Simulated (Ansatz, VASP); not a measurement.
## Two plane-wave programs on ZnO

Contents of INCAR:

```
SYSTEM = ZnO
ALGO = Normal
EDIFF = 1E-6
ENCUT = 910
GGA = PS
GGA_COMPAT = .FALSE.
ISIF = 2
ISMEAR = 0
LASPH = .TRUE.
LCHARG = .FALSE.
LREAL = .FALSE.
LWAVE = .FALSE.
NBANDS = 26
NELM = 120
PREC = Accurate
SIGMA = 0.05
```

File KPOINTS:

```
k-points
0
G
  9 9 6
  0 0 0
```

The input POSCAR:

```
ZnO
1.0
    3.1491219313      0.0000000000      0.0000000000
   -1.5745609656      2.7272195921      0.0000000000
    0.0000000000      0.0000000000      5.4898642628
Zn O
2 2
Direct
    0.3333333333      0.6666666667      0.0015754469
    0.6666666667      0.3333333333      0.5015754469
    0.3333333333      0.6666666667      0.4106854153
    0.6666666667      0.3333333333      0.9106854153
```

Input for Ansatz:

```yaml
crystal:
  lattice:
    - [3.1491219313, 0.0, 0.0]
    - [-1.5745609656, 2.7272195921, 0.0]
    - [0.0, 0.0, 5.4898642628]
  atoms:
    - { symbol: Zn, position: [0.3333333333, 0.6666666667, 0.0015754469] }
    - { symbol: Zn, position: [0.6666666667, 0.3333333333, 0.5015754469] }
    - { symbol: O, position: [0.3333333333, 0.6666666667, 0.4106854153] }
    - { symbol: O, position: [0.6666666667, 0.3333333333, 0.9106854153] }
basis:
  ecutwfc: 520.0
kpoints:
  mp_grid: { grid: [9, 9, 6] }
hamiltonian:
  xc: pbesol
  pseudopotentials: { kind: paw, azcp: { folder: soft_1 } }
scf:
  occupations: { method: gaussian, width: 0.05 }
output:
  forces: true
  stress: true
  eigenvalues: true
```

Alike in both runs: task single point; functional PBEsol; k mesh 9 × 9 × 6; occupations gaussian, width 0.05 eV; no spin polarisation.

|  | VASP | Ansatz |
| --- | --- | --- |
| version | VASP 6.6.1 | Ansatz 0.2.0 |
| potentials or method | VASP PAW PBE potentials, release 64 (Zn, O_h), cutoff 910 eV | scalar-relativistic, plane waves, PAW |
| valence electrons in the cell | 36 | 36 |

Ansatz gave:

- gap on the k mesh at the Fermi level (eV): 0.65
- least direct gap on the mesh (eV): 0.65
- rms of the force components (eV/Å): 0.469

Question: What did VASP give for the same quantities?

Answer: gap on the k mesh at the Fermi level (eV): 0.65; least direct gap on the mesh (eV): 0.65; rms of the force components (eV/Å): 0.491.

VASP's potentials were made for PBE, not for PBEsol, and Ansatz warns of the same on its side. Atom by atom the forces differ by 0.022 eV/Å (rms over components).

Noted on VASP's run: the cutoff is short for stress, so the pressure is rough.
